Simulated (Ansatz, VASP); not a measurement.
# One calculation of H, two programs

```
H
1.0
     3.93613    0.00000    0.00000
    -1.96807    3.40879    0.00000
     0.00000    0.00000    4.79433
H
4
Direct
  0.33333 0.66667 0.17650
  0.66667 0.33333 0.67650
  0.66667 0.33333 0.82350
  0.33333 0.66667 0.32350
```

Change from the starting cell: strain +0.025 along x and y, -0.050 along z, atoms carried along.

Alike in both runs: task single point; functional PBE; k mesh 9 × 9 × 6; occupations gaussian, width 0.05 eV; no spin polarisation.

|  | VASP | Ansatz |
| --- | --- | --- |
| version | VASP 6.6.1 | Ansatz 0.2.0 |
| potentials or method | VASP PAW PBE potentials, release 64 (H), cutoff 520 eV | scalar-relativistic, plane waves, PAW |
| valence electrons in the cell | 4 | 4 |

```tsv
	VASP	Ansatz	Ansatz less VASP
gap on the k mesh at the Fermi level (eV)	10.01	10.01	-0.001
least direct gap on the mesh (eV)	10.15	10.14	-0.002
pressure (GPa)	2.0	2.2	+0.17
traceless stress, the component that is largest in VASP (GPa)	4.26	4.32	+0.061
rms of the force components (eV/Å)	1.052	1.060	+0.0077
```

Atom by atom the forces differ by 0.008 eV/Å (rms over components).
